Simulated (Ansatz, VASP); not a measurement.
## SnTe in VASP and in Ansatz

The input INCAR:

```
SYSTEM = SnTe
  PREC = Accurate
  ENCUT = 520
  EDIFF = 1E-7
  ISMEAR = -1
  SIGMA = 0.02
  LREAL = .FALSE.
  LASPH = .TRUE.
  NELM = 80
  ALGO = Normal
  ISIF = 2
  LWAVE = .FALSE.
  LCHARG = .FALSE.
  GGA = PE
  NBANDS = 17
```

File KPOINTS:

```
regular mesh
0
G
  6 6 6
  0 0 0
```

File POSCAR:

```
SnTe
1.0
    0.0000000000      3.2682108573      3.2682108573
    3.2682108573      0.0000000000      3.2682108573
    3.2682108573      3.2682108573      0.0000000000
Sn Te
1 1
Direct
    0.0000000000      0.0000000000      0.0000000000
    0.5000000000      0.5000000000      0.5000000000
```

Input for Ansatz:

```yaml
crystal:
  lattice:
    - [0.0, 3.2682108573, 3.2682108573]
    - [3.2682108573, 0.0, 3.2682108573]
    - [3.2682108573, 3.2682108573, 0.0]
  atoms:
    - { symbol: Sn, position: [0.0, 0.0, 0.0] }
    - { symbol: Te, position: [0.5, 0.5, 0.5] }
kpoints:
  mp_grid: { grid: [6, 6, 6] }
hamiltonian:
  xc: pbe
scf:
  occupations: { method: fermi_dirac, width: 0.02 }
  n_extra_bands: 4
output:
  forces: true
  stress: true
  eigenvalues: true
```

Alike in both runs: task single point; functional PBE; k mesh 6 × 6 × 6; occupations fermi-dirac, width 0.02 eV; no spin polarisation.

|  | VASP | Ansatz |
| --- | --- | --- |
| version | VASP 6.6.1 | Ansatz 0.2.0 |
| potentials or method | VASP PAW PBE potentials, release 64 (Sn_d, Te) | plane waves, PAW |
| plane-wave cutoff (eV) | 520 | 420 |
| valence electrons in the cell | 20 | 30 |

```csv
,VASP,Ansatz,Ansatz less VASP
pressure (GPa),-2.1,-2.0,+0.03
```

VASP's potentials hold 20 valence electrons a cell and Ansatz's 30, so a difference there can come from the potentials and not from the codes.

Spin-orbit coupling is off throughout.
